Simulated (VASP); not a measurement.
# Ga (Fd-3m) in VASP: relaxation of cell and atoms with PBE

Aim: the relaxation of cell and atoms of Ga with PBE.

Everything below comes from runs of VASP 6.6.1. Logs are shortened: lines on timing, memory, paths and dates and some standing lists are left out, and cuts for length are marked.

## (1) The cell of the first run

Symmetry: Fd-3m, No. 227, cubic system. Conventional cell: a = 4.066 Å, b = 4.066 Å, c = 4.066 Å, α = 90.00°, β = 90.00°, γ = 90.00°. Within 2.3 Å of Ga (site symmetry -43m) lie 4 Ga at 1.76 Å.

This isn't the form of Ga at room conditions, which is orthorhombic.

## (2) Relaxation of cell and atoms, PBE, target pressure 330 GPa, at which the enthalpy is minimised

File INCAR:

```
SYSTEM = Ga
ALGO = Normal ; EDIFF = 1E-7
EDIFFG = -0.005 ; ENCUT = 600
GGA = PE ; IBRION = 2
ISIF = 3 ; ISMEAR = -1
LASPH = .TRUE. ; LCHARG = .FALSE.
LREAL = .FALSE. ; LWAVE = .FALSE.
NELM = 60 ; NSW = 60
PREC = Accurate ; PSTRESS = 3300.0
SIGMA = 0.05
```

File KPOINTS:

```
k-points
0
G
  15 15 15
  0 0 0
```

File POSCAR:

```
Ga
1.0
    0.0000000000      2.0332054097      2.0332054097
    2.0332054097      0.0000000000      2.0332054097
    2.0332054097      2.0332054097      0.0000000000
Ga
2
Direct
   -0.1250000000     -0.1250000000     -0.1250000000
    0.1250000000      0.1250000000      0.1250000000
```

Potentials or basis: VASP PAW PBE potentials, release 64 (Ga_d).

Run with:

```console
cat potpaw_PBE.64/Ga_d/POTCAR > POTCAR
mpirun -np 1 vasp_std > vasp.out
```

OUTCAR:

```text
SYSTEM = Ga
   EDIFF = 1E-7
   EDIFFG = -0.005
   ENCUT = 600
   GGA = PE
   IBRION = 2
   ISIF = 3
   ISMEAR = -1
   LASPH = .TRUE.
   LREAL = .FALSE.
   NELM = 60
   NSW = 60
   PREC = Accurate
   PSTRESS = 3300.0

 ion  position               nearest neighbor table
   1  0.875  0.875  0.875-   2 1.76   2 1.76   2 1.76   2 1.76
   2  0.125  0.125  0.125-   1 1.76   1 1.76   1 1.76   1 1.76

  LATTYP: Found a face centered cubic cell.
 ALAT       =     4.0664108194

  Lattice vectors:

 A1 = (   0.0000000000,   2.0332054097,   2.0332054097)
 A2 = (   2.0332054097,   0.0000000000,   2.0332054097)
 A3 = (   2.0332054097,   2.0332054097,   0.0000000000)

Analysis of symmetry for initial positions (statically):
=====================================================================
 Subroutine PRICEL returns:
 Original cell was already a primitive cell.

 Routine SETGRP: Setting up the symmetry group for a
 face centered cubic supercell.

 Subroutine GETGRP returns: Found 48 space group operations
 (whereof 12 operations were pure point group operations)
 out of a pool of 48 trial point group operations.

The static configuration has the point symmetry D_3d.
 The point group associated with its full space group is O_h .

Analysis of symmetry for dynamics (positions and initial velocities):
=====================================================================
 Subroutine PRICEL returns:
 Original cell was already a primitive cell.

 Routine SETGRP: Setting up the symmetry group for a
 face centered cubic supercell.

 Subroutine GETGRP returns: Found 48 space group operations
 (whereof 12 operations were pure point group operations)
 out of a pool of 48 trial point group operations.

The dynamic configuration has the point symmetry D_3d.
 The point group associated with its full space group is O_h .

 Subroutine INISYM returns: Found 48 space group operations
 (whereof 12 operations are pure point group operations),
 and found     1 'primitive' translations

----------------------------------------------------------------------------------------

                                     Primitive cell

  volume of cell :      16.8102

  direct lattice vectors                    reciprocal lattice vectors
     0.000000000  2.033205410  2.033205410    -0.245917111  0.245917111  0.245917111
     2.033205410  0.000000000  2.033205410     0.245917111 -0.245917111  0.245917111
     2.033205410  2.033205410  0.000000000     0.245917111  0.245917111 -0.245917111

  length of vectors
     2.875386665  2.875386665  2.875386665     0.425940930  0.425940930  0.425940930

  position of ions in fractional coordinates (direct lattice)
     0.875000000  0.875000000  0.875000000
     0.125000000  0.125000000  0.125000000

  ion indices of the primitive-cell ions
   primitive index   ion index
                 1           1
                 2           2

----------------------------------------------------------------------------------------

 KPOINTS: k-points

Automatic generation of k-mesh.
 Grid dimensions read from file:
 generate k-points for:   15   15   15

 Generating k-lattice:

  Cartesian coordinates                     Fractional coordinates (reciprocal lattice)
    -0.016394474  0.016394474  0.016394474     0.066666667  0.000000000  0.000000000
     0.016394474 -0.016394474  0.016394474     0.000000000  0.066666667  0.000000000
     0.016394474  0.016394474 -0.016394474     0.000000000  0.000000000  0.066666667

  Length of vectors
     0.028396062  0.028396062  0.028396062

  Shift w.r.t. Gamma in fractional coordinates (k-lattice)
     0.000000000  0.000000000  0.000000000

 Subroutine IBZKPT returns following result:
 ===========================================

 Found    120 irreducible k-points:

 Following reciprocal coordinates:
            Coordinates               Weight
  0.000000  0.000000  0.000000      1.000000
  0.066667  0.000000  0.000000      8.000000
  0.133333  0.000000  0.000000      8.000000
  0.200000  0.000000  0.000000      8.000000
  0.266667  0.000000  0.000000      8.000000
  0.333333  0.000000  0.000000      8.000000
[... 16 lines left out ...]
  0.133333  0.133333  0.000000      6.000000
  0.200000  0.133333  0.000000     24.000000
 [... further k-points ...]
   k-points           NKPTS =    120   k-points in BZ     NKDIM =    120   number of bands    NBANDS=     17
   number of dos      NEDOS =    301   number of ions     NIONS =      2
   total plane-waves  NPLWV =  13824
   dimension x,y,z NGX =    24 NGY =   24 NGZ =   24
   dimension x,y,z NGXF=    48 NGYF=   48 NGZF=   48
   ions per type =               2
   NGX,Y,Z   is equivalent  to a cutoff of  13.88, 13.88, 13.88 a.u.
   NGXF,Y,Z  is equivalent  to a cutoff of  27.75, 27.75, 27.75 a.u.
 SYSTEM =  Ga
   PREC   = accura    normal or accurate (medium, high low for compatibility)
   ISTART =      0    job   : 0-new  1-cont  2-samecut
   ICHARG =      2    charge: 1-file 2-atom 10-const
   ISPIN  =      1    spin polarized calculation?
   LNONCOLLINEAR =      F non collinear calculations
   LSORBIT =      F    spin-orbit coupling
   LASPH  =      T    aspherical Exc in radial PAW
   ENCUT  =  600.0 eV  44.10 Ry    6.64 a.u.   5.74  5.74  5.74*2*pi/ulx,y,z
   NELM   =     60;   NELMIN=  2; NELMDL= -5     # of ELM steps
   EDIFF  = 0.1E-06   stopping-criterion for ELM
   LREAL  =      F    real-space projection
   EDIFFG = -.5E-02   stopping-criterion for IOM
   NSW    =     60    number of steps for IOM
   IBRION =      2    ionic relax: 0-MD 1-quasi-New 2-CG
   NFREE  =      1    steps in history (QN), initial steepest desc. (CG)
   ISIF   =      3    stress and relaxation
   ISYM   =      2    0-nonsym 1-usesym 2-fastsym
   POTIM  = 0.5000    time-step for ionic-motion
   TEBEG  =    0.0;   TEEND  =   0.0 temperature during run
   PSTRESS= 3300.0 pullay stress
   NELECT =      26.0000    total number of electrons
   NUPDOWN=      -1.0000    fix difference up-down
   EMIN   =  10.00;   EMAX   =-10.00  energy-range for DOS
   EFERMI =   0.00;   METHOD = LEGACY
   ISMEAR =    -1;   SIGMA  =   0.05  broadening in eV -4-tet -1-fermi 0-gaus
   EFERMI_NEDOS =   21; number of points for ismear=-14 and -15
   IALGO  =     38    algorithm
   IMIX   =      4    mixing-type and parameters
     AMIX     =   0.40;   BMIX     =  1.00
     AMIX_MAG =   1.60;   BMIX_MAG =  1.00
  volume/ion in A,a.u.               =       8.41        56.72
  Fermi-wavevector in a.u.,A,eV,Ry     =   1.893250  3.577724 48.768676  3.584397
  Thomas-Fermi vector in A             =   2.933985
   LORBIT       =      0    0 simple, 1 ext, 2 COOP (PROOUT), +10 PAW based schemes
   GGA     = PE    functional components
   LHFCALC =     F    Hartree Fock is set to
   AEXX    =    0.0000 exact exchange contribution
   IVDW    =     0    specifies the selected vdW correction
   LEPSILON=     F    determine dielectric tensor
   LRPA    =     F    only Hartree local field effects (RPA)
 conjugate gradient relaxation of ions
 non-spin polarized calculation
  energy-cutoff  :      600.00
  volume of cell :       16.81
 maximum number of plane-waves:       572
   NGX = 11   NGY = 11   NGZ = 11

--------------------------------------- Ionic step        1  -------------------------------------------

 number of electron      26.0000013 magnetization

 Free energy of the ion-electron system (eV)
  ---------------------------------------------------
  ext. energy  EPLUGINS =         0.00000000
  ---------------------------------------------------
  free energy    TOTEN  =        14.76986270 eV

  energy without entropy =       14.77355885  energy(sigma->0) =       14.77171077

------------------------ aborting loop because EDIFF is reached ----------------------------------------

  FORCE on cell =-STRESS in cart. coord.  units (eV):
  Direction    XX          YY          ZZ          XY          YZ          ZX
  --------------------------------------------------------------------------------------
  -------------------------------------------------------------------------------------
  Total       54.7746028     54.7746028     54.7746028      0.0000000      0.0000000     -0.0000000
  in kB     5220.5475328   5220.5475328   5220.5475328      0.0000000      0.0000000     -0.0000000
  external PRESSURE =    1920.5475328 kB  Pullay stress =    3300.0000000 kB

 VOLUME and BASIS-vectors are now :
 -----------------------------------------------------------------------------
  energy-cutoff  :      600.00
  volume of cell :       16.81
      direct lattice vectors                 reciprocal lattice vectors
     0.000000000  2.033205410  2.033205410    -0.245917111  0.245917111  0.245917111
     2.033205410  0.000000000  2.033205410     0.245917111 -0.245917111  0.245917111
     2.033205410  2.033205410  0.000000000     0.245917111  0.245917111 -0.245917111
[... 8 lines left out ...]
  FREE ENERGIE OF THE ION-ELECTRON SYSTEM (eV)
  ---------------------------------------------------
  free  energy   TOTEN  =        14.7698626965 eV

  energy  without entropy=       14.7735588474  energy(sigma->0) =       14.77171077

  enthalpy is  TOTEN    =        49.3938534247 eV   P V=       34.6239907282

--------------------------------------- Ionic step        2  -------------------------------------------

 number of electron      26.0000127 magnetization

 E-fermi :   2.0951     XC(G=0):  -8.9347

 val. band max:        2.0600360820   @ k =   0.4667   0.1333   0.0000
 cond. band min:       2.1049867836   @ k =   0.3333   0.3333   0.0000
 fundamental gap:      0.0449507016
 Fermi energy:         2.0950871024

 k-point     1 :       0.0000    0.0000    0.0000
  band No.  band energies     occupation
      1     -12.6518      2.00000
      2     -12.6518      2.00000
      3     -12.6518      2.00000
      4     -12.6146      2.00000
      5     -12.6146      2.00000
      6     -12.3637      2.00000
[... 9 lines left out ...]
     16       6.6170      0.00000
     17       6.6170      0.00000
[... 565 lines left out ...]
  FREE ENERGIE OF THE ION-ELECTRON SYSTEM (eV)
  ---------------------------------------------------
  free  energy   TOTEN  =         7.5177128003 eV

  energy  without entropy=        7.5230611103  energy(sigma->0) =        7.52038696

  enthalpy is  TOTEN    =        47.9492576589 eV   P V=       40.4315448586

--------------------------------------- Ionic step        5  -------------------------------------------

 number of electron      26.0000013 magnetization

 Free energy of the ion-electron system (eV)
  ---------------------------------------------------
  ext. energy  EPLUGINS =         0.00000000
  ---------------------------------------------------
  free energy    TOTEN  =         7.87777093 eV

  energy without entropy =        7.88302264  energy(sigma->0) =        7.88039679

 E-fermi :  13.3295     XC(G=0): -14.5395

 val. band max:       13.3146704308   @ k =   0.3333   0.2667   0.0000
 cond. band min:      13.3343837208   @ k =   0.4667   0.2000   0.0667
 fundamental gap:      0.0197132900
 Fermi energy:        13.3294840071

 k-point     1 :       0.0000    0.0000    0.0000
  band No.  band energies     occupation
      1      -5.0879      2.00000
      2      -5.0879      2.00000
      3      -5.0879      2.00000
      4      -5.0688      2.00000
      5      -5.0688      2.00000
      6      -3.9209      2.00000
[... 9 lines left out ...]
     16      21.7108      0.00000
     17      21.7108      0.00000
[... 482 lines left out ...]
 POSITION                                       TOTAL-FORCE (eV/Angst)
 -----------------------------------------------------------------------------------
      3.73553      3.73553      3.73553         0.000000      0.000000      0.000000
      0.53365      0.53365      0.53365         0.000000     -0.000000     -0.000000
 -----------------------------------------------------------------------------------
    total drift:                                0.000000      0.000000      0.000000

  FREE ENERGIE OF THE ION-ELECTRON SYSTEM (eV)
  ---------------------------------------------------
  free  energy   TOTEN  =         7.8777709336 eV

  energy  without entropy=        7.8830226398  energy(sigma->0) =        7.88039679

  enthalpy is  TOTEN    =        47.9438848027 eV   P V=       40.0661138691

 reached required accuracy - stopping structural energy minimisation
```

Wall time 2.6 min (1 thread of Intel Xeon 8259CL, shared host); peak memory 0.17 GiB.

Results:

* Free energy: 7.8778 eV
* Relaxed volume: 9.73 Å³/atom
* Relaxed cell: a = 3.019 Å, b = 3.019 Å, c = 3.019 Å, α = 60.00°, β = 60.00°, γ = 60.00°
* Space group after relaxing (to 0.1 Å): Fd-3m (No. 227)
* Energy change on relaxing (the run minimises the enthalpy): -3446.0 meV/atom
* Ionic steps: 5
* Pressure after relaxing: 330.1 GPa
* Band gap on the k mesh: zero (bands 13 and 14 overlap by 11.63 eV)

The path:
| step | energy change (eV) | largest force (eV/Å) | pressure (GPa) | volume (Å³) |
| --- | --- | --- | --- | --- |
| 1 | 0.0000 | 0.0000 | 522.05 | 16.81 |
| 2 | -19.9179 | 0.0000 | -3.74 | 55.17 |
| 3 | -11.3428 | 0.0000 | 211.88 | 22.13 |
| 4 | -7.2522 | 0.0000 | 320.31 | 19.63 |
| 5 | -6.8921 | 0.0000 | 330.06 | 19.45 |

Final structure:
```
CELL_PARAMETERS angstrom
0.00000 2.13459 2.13459
2.13459 0.00000 2.13459
2.13459 2.13459 0.00000
ATOMIC_POSITIONS crystal
Ga 0.87500 0.87500 0.87500
Ga 0.12500 0.12500 0.12500
```

Levels at points of the mesh, in eV from the Fermi level:
```tsv
k point	band 9	band 10	band 11	band 12	band 13	band 14	band 15	band 16	band 17
(0.00, 0.00, 0.00)	-16.50	-15.70	-15.70	7.44	7.44	7.44	8.38	8.38	8.38
```

Caveat: the cell is relaxed towards a set pressure, so the run minimises the enthalpy, not the energy; the volume moved by over 15 % at a fixed basis, so the end points are rough.
